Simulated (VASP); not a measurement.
# TiO2 (Rutile) (P4_2/mnm) in VASP: notebook, part 2 of 2

VASP 6.6.1. Earlier steps stand in the parts before.

## (4) Single point, PBEsol

This run uses another cell than the first one, of 10.19 Å³/atom, 1.043 times its volume.

Input file INCAR:

```
PREC     = Accurate       # precision mode
ENCUT    = 520            # plane-wave cutoff, eV
EDIFF    = 1E-7           # SCF threshold, eV
ISMEAR   = 0              # smearing method
SIGMA    = 0.01           # smearing width, eV
LREAL    = F              # projectors in reciprocal space
LASPH    = T              # aspherical terms in the spheres
NELM     = 60             # most SCF steps
ALGO     = Normal         # electronic algorithm
ISIF     = 2              # what is computed and relaxed
LWAVE    = F              # write WAVECAR
LCHARG   = F              # write CHGCAR
GGA      = PS             # functional
NBANDS   = 33             # bands
```

Input file KPOINTS:

```
regular mesh
0
Gamma
  4 4 6
```

Input file POSCAR:

```
TiO2
1.0
    4.5613789371      0.0000000000      0.0000000000
    0.0000000000      4.5613789371      0.0000000000
    0.0000000000      0.0000000000      2.9375510798
Ti O
2 4
Direct
    0.0000000000      0.0000000000      0.0000000000
    0.5000000000      0.5000000000      0.5000000000
    0.3049600000      0.3049600000      0.0000000000
    0.1950400000      0.8049600000      0.5000000000
    0.6950400000      0.6950400000      0.0000000000
    0.8049600000      0.1950400000      0.5000000000
```

Run with:

```console
> cat potpaw_PBE.64/Ti_sv/POTCAR potpaw_PBE.64/O/POTCAR > POTCAR
> mpirun -np 1 vasp_std > vasp.out
```

Run time: 37 s. Hardware: 1 thread of Intel Xeon Platinum 8488C (Sapphire Rapids), shared host; peak memory 0.19 GiB.

The run converged. Its results:

| Property | Result |
| --- | --- |
| Free energy | -56.0824 eV |
| Pressure | 4.0 GPa |
| Largest force | 0.159 eV/Å |
| Band gap on the k mesh | 1.88 eV, direct |

Forces on the atoms (eV/Å):
```
Ti   0.000  0.000  0.000
Ti   0.000  0.000  0.000
O   -0.113 -0.113  0.000
O    0.113 -0.113  0.000
O    0.113  0.113  0.000
O   -0.113  0.113  0.000
```

Stress tensor (GPa, compression positive):
```
4.16 0.00 0.00
0.00 4.16 0.00
0.00 0.00 3.80
```

Levels at points of the mesh, in eV from the valence-band top:
```tsv
k point	band 21	band 22	band 23	band 24	band 25	band 26	band 27	band 28
(0.00, 0.00, 0.00)	-0.70	-0.45	-0.45	0.00	1.88	2.20	2.45	2.54
(0.50, 0.00, 0.00)	-1.67	-1.67	-0.78	-0.78	2.59	2.59	3.09	3.09
(0.50, 0.50, 0.00)	-1.32	-1.32	-1.07	-1.07	1.93	1.93	2.56	2.56
(0.00, 0.00, 0.50)	-2.49	-2.49	-1.45	-1.45	3.04	3.04	3.24	3.24
(0.50, 0.00, 0.50)	-2.11	-2.11	-1.08	-1.08	1.91	1.91	3.27	3.27
(0.50, 0.50, 0.50)	-1.33	-1.33	-0.68	-0.68	2.63	2.63	3.28	3.28
```

Caveat: the PAW data sets were made with another functional, which shifts forces and pressure a little.

## (5) Single point, PBEsol

This run uses another cell than the first one, of 10.60 Å³/atom, 1.085 times its volume.

Input file INCAR:

```
  ALGO = Normal
  EDIFF = 1E-6
  ENCUT = 520
  GGA = PS
  ISIF = 2
  ISMEAR = 0
  LASPH = True
  LCHARG = False
  LREAL = False
  LWAVE = False
  NBANDS = 33
  NELM = 100
  PREC = Accurate
  SIGMA = 0.01
```

Input file KPOINTS:

```
k-points
0
Gamma
  4 4 6
```

Changes to POSCAR since step 4:

```diff
@@ -2,5 +2,5 @@
 1.0
-    4.5613789371      0.0000000000      0.0000000000
-    0.0000000000      4.5613789371      0.0000000000
-    0.0000000000      0.0000000000      2.9375510798
+    4.6226128068      0.0000000000      0.0000000000
+    0.0000000000      4.6226128068      0.0000000000
+    0.0000000000      0.0000000000      2.9769860013
 Ti O
```

Run with:

```console
> cat potpaw_PBE.64/Ti_sv/POTCAR potpaw_PBE.64/O/POTCAR > POTCAR
> mpirun -np 1 vasp_std > vasp.out
```

Run time: 38 s. Hardware: 1 thread of Intel Xeon Platinum 8488C (Sapphire Rapids), shared host; peak memory 0.18 GiB.

Results (log left out):

- Free energy: -56.0718 eV
- Pressure: -5.6 GPa
- Largest force: 0.041 eV/Å
- Band gap on the k mesh: 1.79 eV, direct

Forces in eV/Å, atoms in the order of the input:
```
Ti   0.000  0.000  0.000
Ti   0.000  0.000  0.000
O    0.029  0.029  0.000
O   -0.029  0.029  0.000
O   -0.029 -0.029  0.000
O    0.029 -0.029  0.000
```

Stress tensor (GPa, compression positive):
```
-4.67  0.00  0.00
 0.00 -4.67  0.00
 0.00  0.00 -7.54
```

Levels at points of the mesh, in eV from the valence-band top:
```tsv
k point	band 21	band 22	band 23	band 24	band 25	band 26	band 27	band 28
(0.00, 0.00, 0.00)	-0.71	-0.45	-0.45	0.00	1.79	2.07	2.32	2.40
(0.50, 0.00, 0.00)	-1.64	-1.64	-0.74	-0.74	2.44	2.44	2.92	2.92
(0.50, 0.50, 0.00)	-1.31	-1.31	-1.06	-1.06	1.83	1.83	2.43	2.43
(0.00, 0.00, 0.50)	-2.35	-2.35	-1.43	-1.43	2.88	2.88	3.05	3.05
(0.50, 0.00, 0.50)	-2.03	-2.03	-1.02	-1.02	1.82	1.82	3.08	3.08
(0.50, 0.50, 0.50)	-1.26	-1.26	-0.68	-0.68	2.50	2.50	3.10	3.10
```

Caveat: the PAW data sets were made with another functional, which shifts forces and pressure a little.

## (6) Single point, PBEsol

This run uses another cell than the first one, of 10.81 Å³/atom, 1.106 times its volume.

Input file INCAR:

```
SYSTEM = TiO2
ALGO = Normal ; EDIFF = 1E-7
ENCUT = 520 ; GGA = PS
ISIF = 2 ; ISMEAR = 0
LASPH = .TRUE. ; LCHARG = .TRUE.
LELF = .TRUE. ; LREAL = .FALSE.
LVHAR = .TRUE. ; LWAVE = .FALSE.
NBANDS = 33 ; NELM = 100
PREC = Accurate ; SIGMA = 0.01
```

Input file KPOINTS:

```
k-points
0
G
  4 4 6
  0 0 0
```

Changes to POSCAR since step 5:

```diff
@@ -2,5 +2,5 @@
 1.0
-    4.6226128068      0.0000000000      0.0000000000
-    0.0000000000      4.6226128068      0.0000000000
-    0.0000000000      0.0000000000      2.9769860013
+    4.6526306142      0.0000000000      0.0000000000
+    0.0000000000      4.6526306142      0.0000000000
+    0.0000000000      0.0000000000      2.9963176209
 Ti O
```

Potentials or basis: VASP PAW PBE potentials, release 64 (Ti_sv, O).

Run with:

```console
> cat potpaw_PBE.64/Ti_sv/POTCAR potpaw_PBE.64/O/POTCAR > POTCAR
> mpirun -np 1 vasp_std > vasp.out
```

Wall time 41 s (1 thread of Intel Xeon Platinum 8488C (Sapphire Rapids), shared host); peak memory 0.19 GiB.

It converged, with:

| Quantity | Value |
| --- | --- |
| Free energy | -56.0141 eV |
| Pressure | -9.7 GPa |
| Largest force | 0.132 eV/Å |
| Band gap on the k mesh | 1.74 eV, direct |

Forces on the atoms (eV/Å):
```
Ti   0.000  0.000  0.000
Ti   0.000  0.000  0.000
O    0.093  0.093  0.000
O   -0.093  0.093  0.000
O   -0.093 -0.093  0.000
O    0.093 -0.093  0.000
```

Stress tensor (GPa, compression positive):
```
 -8.37   0.00   0.00
  0.00  -8.37   0.00
  0.00   0.00 -12.31
```

Levels at points of the mesh, in eV from the valence-band top:
```tsv
k point	band 21	band 22	band 23	band 24	band 25	band 26	band 27	band 28
(0.00, 0.00, 0.00)	-0.71	-0.44	-0.44	0.00	1.74	2.01	2.26	2.34
(0.50, 0.00, 0.00)	-1.63	-1.63	-0.72	-0.72	2.37	2.37	2.83	2.83
(0.50, 0.50, 0.00)	-1.31	-1.31	-1.06	-1.06	1.77	1.77	2.36	2.36
(0.00, 0.00, 0.50)	-2.28	-2.28	-1.42	-1.42	2.80	2.80	2.96	2.96
(0.50, 0.00, 0.50)	-2.00	-2.00	-1.00	-1.00	1.78	1.78	2.99	2.99
(0.50, 0.50, 0.50)	-1.23	-1.23	-0.68	-0.68	2.44	2.44	3.01	3.01
```

Caveat: the PAW data sets were made with another functional, which shifts forces and pressure a little.

## (7) Single point, PBEsol

This run uses another cell than the first one, of 11.02 Å³/atom, 1.128 times its volume.

Input file INCAR:

```
SYSTEM = TiO2
PREC = Accurate ; ENCUT = 520
EDIFF = 1E-6 ; ISMEAR = 0
SIGMA = 0.01 ; LREAL = .FALSE.
LASPH = .TRUE. ; NELM = 60
ALGO = Normal ; ISIF = 2
LWAVE = .FALSE. ; LCHARG = .FALSE.
GGA = PS ; NBANDS = 33
```

Input file KPOINTS:

```
regular mesh
0
G
  4 4 6
  0 0 0
```

Changes to POSCAR since step 6:

```diff
@@ -2,5 +2,5 @@
 1.0
-    4.6526306142      0.0000000000      0.0000000000
-    0.0000000000      4.6526306142      0.0000000000
-    0.0000000000      0.0000000000      2.9963176209
+    4.6822660031      0.0000000000      0.0000000000
+    0.0000000000      4.6822660031      0.0000000000
+    0.0000000000      0.0000000000      3.0154029610
 Ti O
```

Run with:

```console
> cat potpaw_PBE.64/Ti_sv/POTCAR potpaw_PBE.64/O/POTCAR > POTCAR
> mpirun -np 1 vasp_std > vasp.out
```

Wall time 36 s (1 thread of Intel Xeon Platinum 8488C (Sapphire Rapids), shared host); peak memory 0.19 GiB.

It converged, with:

| Quantity | Value |
| --- | --- |
| Free energy | -55.9260 eV |
| Pressure | -13.4 GPa |
| Largest force | 0.216 eV/Å |
| Band gap on the k mesh | 1.70 eV, direct |

Forces on the atoms (eV/Å):
```
Ti   0.000  0.000  0.000
Ti   0.000  0.000  0.000
O    0.153  0.153  0.000
O   -0.153  0.153  0.000
O   -0.153 -0.153  0.000
O    0.153 -0.153  0.000
```

Stress tensor (GPa, compression positive):
```
-11.75   0.00   0.00
  0.00 -11.75   0.00
  0.00   0.00 -16.65
```

Levels at points of the mesh, in eV from the valence-band top:
| k point | band 21 | band 22 | band 23 | band 24 | band 25 | band 26 | band 27 | band 28 |
| --- | --- | --- | --- | --- | --- | --- | --- | --- |
| (0.00, 0.00, 0.00) | -0.72 | -0.44 | -0.44 | 0.00 | 1.70 | 1.96 | 2.20 | 2.28 |
| (0.50, 0.00, 0.00) | -1.61 | -1.61 | -0.71 | -0.71 | 2.30 | 2.30 | 2.75 | 2.75 |
| (0.50, 0.50, 0.00) | -1.30 | -1.30 | -1.06 | -1.06 | 1.73 | 1.73 | 2.30 | 2.30 |
| (0.00, 0.00, 0.50) | -2.21 | -2.21 | -1.40 | -1.40 | 2.72 | 2.72 | 2.88 | 2.88 |
| (0.50, 0.00, 0.50) | -1.96 | -1.96 | -0.97 | -0.97 | 1.74 | 1.74 | 2.90 | 2.90 |
| (0.50, 0.50, 0.50) | -1.20 | -1.20 | -0.68 | -0.68 | 2.38 | 2.38 | 2.92 | 2.92 |

Caveat: the PAW data sets were made with another functional, which shifts forces and pressure a little. A k mesh can miss the band edges.

## (8) The runs side by side

| cell | gap on the mesh (eV) | pressure (GPa) | largest force (eV/Å) |
| --- | --- | --- | --- |
| a = 4.498, b = 4.498, c = 2.897 Å, 6 atoms | 1.98 | 15.9 | 0.39 |
| a = 4.530, b = 4.530, c = 2.917 Å, 6 atoms | 1.93 | 9.7 | 0.27 |
| a = 4.561, b = 4.561, c = 2.938 Å, 6 atoms | 1.88 | 4.0 | 0.16 |
| a = 4.623, b = 4.623, c = 2.977 Å, 6 atoms | 1.79 | -5.6 | 0.04 |
| a = 4.653, b = 4.653, c = 2.996 Å, 6 atoms | 1.74 | -9.7 | 0.13 |
| a = 4.682, b = 4.682, c = 3.015 Å, 6 atoms | 1.70 | -13.4 | 0.22 |

Alike in all rows: task single point; level PBEsol; potentials or basis VASP PAW PBE potentials, release 64 (Ti_sv, O); no spin polarisation; k mesh 4 × 4 × 6; cutoff (eV) 520; smearing gaussian 0.01 eV.

Caveats: the PAW data sets were made with another functional, which shifts forces and pressure a little.

Absolute energies hang on the potentials; compare differences alone.
